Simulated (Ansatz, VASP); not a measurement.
# Zn4Se3S in VASP and in Ansatz

```
Zn S Se
1.0
    -2.80610    2.80610    0.00000
    -2.80687   -5.61297    2.75141
     2.80719    2.80719    5.50451
Zn S Se
4 1 3
Cartesian
  -0.0585 -0.0585 0.0521
  -2.8052 0.0009 2.6680
  0.0154 2.8215 2.7404
  0.0432 0.0432 5.5496
  -1.4075 -1.4075 1.3869
  -4.2081 -1.4020 4.0923
  -1.4035 1.4026 4.1241
  -1.3994 -1.3994 6.9062
```

Alike in both runs: task single point; functional PBEsol; k mesh 8 × 8 × 4; occupations gaussian, width 0.02 eV; no spin polarisation.

|  | VASP | Ansatz |
| --- | --- | --- |
| version | VASP 6.6.1 | Ansatz 0.2.0 |
| potentials or method | VASP PAW PBE potentials, release 64 (Zn, S, Se), cutoff 520 eV | scalar-relativistic, plane waves, PAW |
| valence electrons in the cell | 72 | 102 |

Ansatz gave:

* gap on the k mesh at the Fermi level (eV): 1.31
* least direct gap on the mesh (eV): 1.31
* pressure (GPa): -0.5
* traceless stress, the component that is largest in VASP (GPa): 0.47

Q: Which values does VASP return?

A: gap on the k mesh at the Fermi level (eV): 1.32; least direct gap on the mesh (eV): 1.32; pressure (GPa): -0.2; traceless stress, the component that is largest in VASP (GPa): 0.47.

VASP's potentials were made for PBE, not for PBEsol, and Ansatz warns of the same on its side. With one functional, cell and mesh, what is left measures potentials, basis and numerics. VASP's potentials hold 72 valence electrons a cell and Ansatz's 102, so a difference there can come from the potentials and not from the codes.
